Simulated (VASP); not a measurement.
# SiB5 (P4/mmm) in VASP: notebook

The runs below take SiB5 through single point, with PBE.

Program: VASP 6.6.1. These are calculated values, not measurements. Logs are shortened: lines on timing, memory, paths and dates and some standing lists are left out, and cuts for length are marked.

## (1) The cell of the first run

The structure is tetragonal, space group P4/mmm (No. 123). Conventional cell: a = 4.094 Å, b = 4.094 Å, c = 3.946 Å, α = 90.00°, β = 90.00°, γ = 90.00°. Si (site symmetry 4/mmm) has 2 B at 1.97 Å within 2.6 Å. B (site symmetry m2m) has 3 B at 1.67 to 1.72 Å within 2.2 Å. Within 2.6 Å of B (site symmetry 4/mmm) lie 2 Si at 1.97 Å and 8 B at 2.21 Å.

## (2) Single point, PBE

File INCAR:

```
  ALGO = Normal
  EDIFF = 1E-6
  ENCUT = 500
  GGA = PE
  GGA_COMPAT = False
  ISIF = 2
  ISMEAR = 0
  LASPH = True
  LCHARG = True
  LELF = True
  LREAL = False
  LVHAR = True
  LWAVE = False
  NBANDS = 18
  NELM = 120
  PREC = Accurate
  SIGMA = 0.2
```

File KPOINTS:

```
k-points
0
Gamma
  5 5 3
```

File POSCAR:

```
SiB5
1.0
    4.0939631382      0.0000000000      0.0000000000
    0.0000000000      4.0939631382      0.0000000000
    0.0000000000      0.0000000000      3.9460413480
Si B
1 5
Direct
    0.5000000000      0.5000000000      0.5000000000
    0.2963904753      0.0000000000      0.0000000000
    0.7036095247      0.0000000000      0.0000000000
    0.0000000000      0.2963904753      0.0000000000
    0.0000000000      0.7036095247      0.0000000000
    0.5000000000      0.5000000000      0.0000000000
```

Potentials or basis: VASP PAW PBE potentials, release 64 (Si, B).

On the command line:

```sh
> cat potpaw_PBE.64/Si/POTCAR potpaw_PBE.64/B/POTCAR > POTCAR
> mpirun -np 1 vasp_std > vasp.out
```

OUTCAR:

```text
EDIFF = 1E-6
   ENCUT = 500
   GGA = PE
   ISIF = 2
   ISMEAR = 0
   LASPH = True
   LREAL = False
   NELM = 120
   PREC = Accurate

 ion  position               nearest neighbor table
   1  0.500  0.500  0.500-   6 1.97   6 1.97
   2  0.296  0.000  0.000-   3 1.67   4 1.72   5 1.72
   3  0.704  0.000  0.000-   2 1.67   4 1.72   5 1.72
   4  0.000  0.296  0.000-   5 1.67   3 1.72   2 1.72
   5  0.000  0.704  0.000-   4 1.67   3 1.72   2 1.72
   6  0.500  0.500  0.000-   1 1.97   1 1.97

  LATTYP: Found a simple tetragonal cell.
 ALAT       =     4.0939631382
 C/A-ratio  =     0.9638683141

  Lattice vectors:

 A1 = (   4.0939631382,   0.0000000000,   0.0000000000)
 A2 = (   0.0000000000,   4.0939631382,   0.0000000000)
 A3 = (   0.0000000000,   0.0000000000,   3.9460413480)

Analysis of symmetry for initial positions (statically):
=====================================================================
 Subroutine PRICEL returns:
 Original cell was already a primitive cell.

 Routine SETGRP: Setting up the symmetry group for a
 simple tetragonal supercell.

 Subroutine GETGRP returns: Found 16 space group operations
 (whereof 16 operations were pure point group operations)
 out of a pool of 16 trial point group operations.

The static configuration has the point symmetry D_4h.

Analysis of symmetry for dynamics (positions and initial velocities):
=====================================================================
 Subroutine PRICEL returns:
 Original cell was already a primitive cell.

 Routine SETGRP: Setting up the symmetry group for a
 simple tetragonal supercell.

 Subroutine GETGRP returns: Found 16 space group operations
 (whereof 16 operations were pure point group operations)
 out of a pool of 16 trial point group operations.

The dynamic configuration has the point symmetry D_4h.

 Subroutine INISYM returns: Found 16 space group operations
 (whereof 16 operations are pure point group operations),
 and found     1 'primitive' translations

----------------------------------------------------------------------------------------

                                     Primitive cell

  volume of cell :      66.1378

  direct lattice vectors                    reciprocal lattice vectors
     4.093963138  0.000000000  0.000000000     0.244262092  0.000000000  0.000000000
     0.000000000  4.093963138  0.000000000     0.000000000  0.244262092  0.000000000
     0.000000000  0.000000000  3.946041348     0.000000000  0.000000000  0.253418531

  length of vectors
     4.093963138  4.093963138  3.946041348     0.244262092  0.244262092  0.253418531

  position of ions in fractional coordinates (direct lattice)
     0.500000000  0.500000000  0.500000000
     0.296390475  0.000000000  0.000000000
     0.703609525  0.000000000  0.000000000
     0.000000000  0.296390475  0.000000000
     0.000000000  0.703609525  0.000000000
     0.500000000  0.500000000  0.000000000

  ion indices of the primitive-cell ions
   primitive index   ion index
                 1           1
                 2           2
                 3           3
                 4           4
                 5           5
                 6           6

----------------------------------------------------------------------------------------

 KPOINTS: k-points

Automatic generation of k-mesh.
 Grid dimensions read from file:
 generate k-points for:    5    5    3

 Generating k-lattice:

  Cartesian coordinates                     Fractional coordinates (reciprocal lattice)
     0.048852418  0.000000000  0.000000000     0.200000000  0.000000000  0.000000000
     0.000000000  0.048852418  0.000000000     0.000000000  0.200000000  0.000000000
     0.000000000  0.000000000  0.084472844     0.000000000  0.000000000  0.333333333

  Length of vectors
     0.048852418  0.048852418  0.084472844

  Shift w.r.t. Gamma in fractional coordinates (k-lattice)
     0.000000000  0.000000000  0.000000000

 Subroutine IBZKPT returns following result:
 ===========================================

 Found     12 irreducible k-points:

 Following reciprocal coordinates:
            Coordinates               Weight
  0.000000  0.000000  0.000000      1.000000
  0.200000  0.000000  0.000000      4.000000
  0.400000  0.000000  0.000000      4.000000
  0.200000  0.200000  0.000000      4.000000
  0.400000  0.200000  0.000000      8.000000
  0.400000  0.400000  0.000000      4.000000
  0.000000  0.000000  0.333333      2.000000
  0.200000  0.000000  0.333333      8.000000
  0.400000  0.000000  0.333333      8.000000
  0.200000  0.200000  0.333333      8.000000
  0.400000  0.200000  0.333333     16.000000
  0.400000  0.400000  0.333333      8.000000
   k-points           NKPTS =     12   k-points in BZ     NKDIM =     12   number of bands    NBANDS=     18
   number of dos      NEDOS =    301   number of ions     NIONS =      6
   total plane-waves  NPLWV =  27000
   dimension x,y,z NGX =    30 NGY =   30 NGZ =   30
   dimension x,y,z NGXF=    60 NGYF=   60 NGZF=   60
   ions per type =               1   5
   NGX,Y,Z   is equivalent  to a cutoff of  12.18, 12.18, 12.64 a.u.
   NGXF,Y,Z  is equivalent  to a cutoff of  24.36, 24.36, 25.28 a.u.
 SYSTEM =  unknown system
   PREC   = accura    normal or accurate (medium, high low for compatibility)
   ISTART =      0    job   : 0-new  1-cont  2-samecut
   ICHARG =      2    charge: 1-file 2-atom 10-const
   ISPIN  =      1    spin polarized calculation?
   LNONCOLLINEAR =      F non collinear calculations
   LSORBIT =      F    spin-orbit coupling
   LASPH  =      T    aspherical Exc in radial PAW
   ENCUT  =  500.0 eV  36.75 Ry    6.06 a.u.   7.46  7.46  7.19*2*pi/ulx,y,z
   NELM   =    120;   NELMIN=  2; NELMDL= -5     # of ELM steps
   EDIFF  = 0.1E-05   stopping-criterion for ELM
   LREAL  =      F    real-space projection
   EDIFFG = 0.1E-04   stopping-criterion for IOM
   NSW    =      0    number of steps for IOM
   IBRION =     -1    ionic relax: 0-MD 1-quasi-New 2-CG
   NFREE  =      0    steps in history (QN), initial steepest desc. (CG)
   ISIF   =      2    stress and relaxation
   ISYM   =      2    0-nonsym 1-usesym 2-fastsym
   POTIM  = 0.5000    time-step for ionic-motion
   TEBEG  =    0.0;   TEEND  =   0.0 temperature during run
   PSTRESS=    0.0 pullay stress
   NELECT =      19.0000    total number of electrons
   NUPDOWN=      -1.0000    fix difference up-down
   EMIN   =  10.00;   EMAX   =-10.00  energy-range for DOS
   EFERMI =   0.00;   METHOD = LEGACY
   ISMEAR =     0;   SIGMA  =   0.20  broadening in eV -4-tet -1-fermi 0-gaus
   EFERMI_NEDOS =   21; number of points for ismear=-14 and -15
   IALGO  =     38    algorithm
   IMIX   =      4    mixing-type and parameters
     AMIX     =   0.40;   BMIX     =  1.00
     AMIX_MAG =   1.60;   BMIX_MAG =  1.00
  volume/ion in A,a.u.               =      11.02        74.39
  Fermi-wavevector in a.u.,A,eV,Ry     =   1.080213  2.041307 15.876106  1.166861
  Thomas-Fermi vector in A             =   2.216199
   LORBIT       =      0    0 simple, 1 ext, 2 COOP (PROOUT), +10 PAW based schemes
   GGA     = PE    functional components
   LHFCALC =     F    Hartree Fock is set to
   AEXX    =    0.0000 exact exchange contribution
   IVDW    =     0    specifies the selected vdW correction
   LEPSILON=     F    determine dielectric tensor
   LRPA    =     F    only Hartree local field effects (RPA)
 non-spin polarized calculation
 Gauss-broadening in eV      SIGMA  =   0.20
  energy-cutoff  :      500.00
  volume of cell :       66.14
 maximum number of plane-waves:      1687
 NGX is ok and might be reduce to    30
   NGX = 15   NGY = 15   NGZ = 15

 number of electron      19.0000000 magnetization

 Free energy of the ion-electron system (eV)
  ---------------------------------------------------
  ext. energy  EPLUGINS =         0.00000000
  ---------------------------------------------------
  free energy    TOTEN  =       -31.72692112 eV

  energy without entropy =      -31.68009887  energy(sigma->0) =      -31.70351000

 E-fermi :   4.8705     XC(G=0): -10.2457

 val. band max:        4.8194629183   @ k =   0.4000   0.4000   0.3333
 cond. band min:       4.8809894612   @ k =   0.4000   0.4000   0.0000
 fundamental gap:      0.0615265428
 Fermi energy:         4.8705473996

 k-point     1 :       0.0000    0.0000    0.0000
  band No.  band energies     occupation
      1      -8.9376      2.00000
      2      -2.9653      2.00000
      3      -1.8580      2.00000
      4      -1.8580      2.00000
      5      -1.0893      2.00000
      6      -1.0692      2.00000
[... 10 lines left out ...]
     17       9.1544      0.00000
     18      12.2760      0.00000

 k-point     2 :       0.2000    0.0000    0.0000
  band No.  band energies     occupation
      1      -8.6713      2.00000
      2      -4.4452      2.00000
      3      -1.8744      2.00000
      4      -1.6330      2.00000
      5      -0.8453      2.00000
      6       0.6959      2.00000
[... 10 lines left out ...]
     17      11.0333      0.00000
     18      12.8946      0.00000

 k-point     3 :       0.4000    0.0000    0.0000
  band No.  band energies     occupation
      1      -7.9459      2.00000
      2      -6.1650      2.00000
      3      -1.3973      2.00000
      4      -1.1063      2.00000
      5      -0.3612      2.00000
      6       0.0293      2.00000
[... 10 lines left out ...]
     17      11.7266      0.00000
     18      13.1047      0.00000

 k-point     4 :       0.2000    0.2000    0.0000
  band No.  band energies     occupation
      1      -8.4063      2.00000
      2      -4.5154      2.00000
      3      -3.6316      2.00000
      4      -0.7252      2.00000
      5      -0.6328      2.00000
      6       0.7423      2.00000
[... 123 lines left out ...]
      4      -3.2975      2.00000
      5      -0.4764      2.00000
      6       1.7707      2.00000
[... 10 lines left out ...]
     17      11.6017      0.00000
     18      14.0492      0.00000

 k-point    11 :       0.4000    0.2000    0.3333
  band No.  band energies     occupation
      1      -7.0611      2.00000
      2      -5.5620      2.00000
      3      -3.4632      2.00000
      4      -2.7646      2.00000
      5      -1.6966      2.00000
      6       0.9406      2.00000
[... 10 lines left out ...]
     17      12.5286      0.00000
     18      13.9614      0.00000

 k-point    12 :       0.4000    0.4000    0.3333
  band No.  band energies     occupation
      1      -6.3366      2.00000
      2      -5.0799      2.00000
      3      -4.3516      2.00000
      4      -3.4460      2.00000
      5      -2.8487      2.00000
      6       1.5700      2.00000
[... 10 lines left out ...]
     17      12.5747      0.00000
     18      12.6563      0.00000

------------------------ aborting loop because EDIFF is reached ----------------------------------------

  FORCE on cell =-STRESS in cart. coord.  units (eV):
  Direction    XX          YY          ZZ          XY          YZ          ZX
  --------------------------------------------------------------------------------------
  -------------------------------------------------------------------------------------
  Total       -0.0837099     -0.0837099     -0.0545362      0.0000000      0.0000000      0.0000000
  in kB       -2.0278600     -2.0278600     -1.3211308      0.0000000      0.0000000      0.0000000
  external PRESSURE =      -1.7922836 kB  Pullay stress =       0.0000000 kB

 VOLUME and BASIS-vectors are now :
 -----------------------------------------------------------------------------
  energy-cutoff  :      500.00
  volume of cell :       66.14
      direct lattice vectors                 reciprocal lattice vectors
     4.093963138  0.000000000  0.000000000     0.244262092  0.000000000  0.000000000
     0.000000000  4.093963138  0.000000000     0.000000000  0.244262092  0.000000000
     0.000000000  0.000000000  3.946041348     0.000000000  0.000000000  0.253418531

 POSITION                                       TOTAL-FORCE (eV/Angst)
 -----------------------------------------------------------------------------------
      2.04698      2.04698      1.97302        -0.000000      0.000000     -0.000000
      1.21341      0.00000      0.00000        -0.030595     -0.000000     -0.000000
      2.88055      0.00000      0.00000         0.030595      0.000000      0.000000
      0.00000      1.21341      0.00000        -0.000000     -0.030595      0.000000
      0.00000      2.88055      0.00000        -0.000000      0.030595     -0.000000
      2.04698      2.04698      0.00000        -0.000000      0.000000     -0.000000
 -----------------------------------------------------------------------------------
    total drift:                                0.000000     -0.000000      0.000000

  FREE ENERGIE OF THE ION-ELECTRON SYSTEM (eV)
  ---------------------------------------------------
  free  energy   TOTEN  =       -31.7269211197 eV

  energy  without entropy=      -31.6800988720  energy(sigma->0) =      -31.70351000
```

Wall time 7.6 s (1 thread of Intel Xeon 6975P-C (Granite Rapids), shared host); peak memory 0.15 GiB.

Results:

```yaml
Free_energy: -31.7269 eV
Pressure: -0.2 GPa
Largest_force: 0.031 eV/Å
```

Forces in eV/Å, atoms in the order of the input:
```
Si   0.000  0.000  0.000
B   -0.031  0.000  0.000
B    0.031  0.000  0.000
B    0.000 -0.031  0.000
B    0.000  0.031  0.000
B    0.000  0.000  0.000
```

Caveat: the k points lie up to 0.53 Å⁻¹ apart.

## (3) Single point, PBE

This run uses another cell than the first one, of 9.69 Å³/atom, 0.879 times its volume.

File INCAR:

```
PREC = Accurate ; ENCUT = 500
EDIFF = 1E-6 ; ISMEAR = 0
SIGMA = 0.2 ; LREAL = F
LASPH = T ; NELM = 120
ALGO = Normal ; ISIF = 2
LWAVE = F ; LCHARG = F
GGA = PE ; NBANDS = 18
GGA_COMPAT = F
```

File KPOINTS:

```
Automatic mesh
0
Gamma
  4 4 4
```

File POSCAR:

```
SiB5
1.0
    3.3597295524      0.0000000000      0.0000000000
    0.0000000000      3.3597295524      0.0000000000
    0.0000000000      0.0000000000      5.1496971075
Si B
1 5
Direct
    0.5000000000      0.5000000000      0.0000000000
    0.5000000000      0.5000000000      0.6453848211
    0.5000000000      0.5000000000      0.3546151789
    0.0000000000      0.0000000000      0.0000000000
    0.0000000000      0.0000000000      0.6667300578
    0.0000000000      0.0000000000      0.3332699422
```

Potentials or basis: VASP PAW PBE potentials, release 64 (Si, B).

On the command line:

```sh
> cat potpaw_PBE.64/Si/POTCAR potpaw_PBE.64/B/POTCAR > POTCAR
> mpirun -np 1 vasp_std > vasp.out
```

Wall time 11 s (1 thread of Intel Xeon 6975P-C (Granite Rapids), shared host); peak memory 0.17 GiB.

It converged, with:

```
Free energy   : -31.7253 eV
Pressure      : -0.2 GPa
Largest force : 0.045 eV/Å
```

Forces on the atoms (eV/Å):
```
Si   0.000  0.000  0.000
B    0.000  0.000  0.045
B    0.000  0.000 -0.045
B    0.000  0.000  0.000
B    0.000  0.000 -0.024
B    0.000  0.000  0.024
```

Stress tensor (GPa, compression positive):
```
-0.02  0.00  0.00
 0.00 -0.02  0.00
 0.00  0.00 -0.50
```

Levels at points of the mesh, in eV from the Fermi level:
```csv
k point,band 6,band 7,band 8,band 9,band 10,band 11,band 12,band 13,band 14,band 15
"(0.00, 0.00, 0.00)",-3.87,-2.75,-2.19,1.06,1.06,1.30,1.30,2.63,3.70,5.14
"(0.50, 0.00, 0.00)",-6.78,-1.16,-0.82,0.30,0.92,1.65,3.04,3.23,3.60,4.10
"(0.50, 0.50, 0.00)",-5.67,-5.58,-5.53,-2.19,-2.19,-1.76,-1.76,5.39,6.95,6.95
"(0.00, 0.00, 0.50)",-2.63,-2.63,-2.51,-2.51,-1.58,-1.12,4.29,5.24,5.24,5.65
"(0.50, 0.00, 0.50)",-3.99,-0.22,-0.15,-0.06,0.54,1.17,1.33,1.37,1.83,2.21
"(0.50, 0.50, 0.50)",-6.10,-5.73,-5.73,-3.63,-3.54,2.69,2.69,3.94,4.30,7.21
```

Caveat: the k points lie up to 0.47 Å⁻¹ apart.
